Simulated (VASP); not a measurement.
Here is a VASP 6.6.1 calculation.

File INCAR:

```
PREC = Accurate
ENCUT = 600
EDIFF = 1E-7
ISMEAR = 0
SIGMA = 0.1
LREAL = False
LASPH = True
NELM = 60
ALGO = Normal
ISIF = 3
LWAVE = False
LCHARG = False
GGA = PE
IBRION = 2
NSW = 90
EDIFFG = -0.04
```

The input KPOINTS:

```
regular mesh
0
Gamma
  4 4 4
```

The input POSCAR:

```
GeBiO4
1.0
    2.5307328500     -4.2490094900      0.0000000000
    2.5307328500      4.2490094900      0.0000000000
    0.0000000000      0.0000000000      4.0370788600
Ge Bi O
1 1 4
Direct
    0.0000000000      0.0000000000      0.5000000000
    0.5000000000      0.5000000000      0.0000000000
    0.1683163000      0.8316837000      0.0000000000
    0.8316837000      0.1683163000      0.0000000000
    0.0000000000      0.5000000000      0.5000000000
    0.5000000000      0.0000000000      0.5000000000
```

Potentials or basis: VASP PAW PBE potentials, release 64 (Ge_d, Bi_d, O).

Launch:

```sh
$ cat potpaw_PBE.64/Ge_d/POTCAR potpaw_PBE.64/Bi_d/POTCAR potpaw_PBE.64/O/POTCAR > POTCAR
$ mpirun -np 1 vasp_std > vasp.out
```

Q: What does it give for the relaxed cell?

A: a = 3.973 Å, b = 3.973 Å, c = 4.697 Å, α = 90.00°, β = 90.00°, γ = 95.53°.

Q: Estimate the space group after relaxing (to 0.05 Å).

A: Cmmm (No. 65).

Q: Predict the relaxed volume.

A: 12.30 Å³/atom.

Final structure:
```yaml
crystal:
  lattice:
    - [2.67017, -2.94133, 0.00000]
    - [2.67017, 2.94133, 0.00000]
    - [0.00000, 0.00000, 4.69731]
  atoms:
    - { symbol: Ge, position: [0.00000, 0.00000, 0.50000] }
    - { symbol: Bi, position: [0.50000, 0.50000, 0.00000] }
    - { symbol: O, position: [0.14464, 0.85536, 0.00000] }
    - { symbol: O, position: [0.85536, 0.14464, 0.00000] }
    - { symbol: O, position: [0.00000, 0.50000, 0.50000] }
    - { symbol: O, position: [0.50000, 0.00000, 0.50000] }
```

Caveat: the k points lie up to 0.40 Å⁻¹ apart in the final cell; the volume moved by over 15 % at a fixed basis, so the end points are rough; an odd number of electrons without spin polarisation forces a metal; a magnetic or distorted state may lie lower.
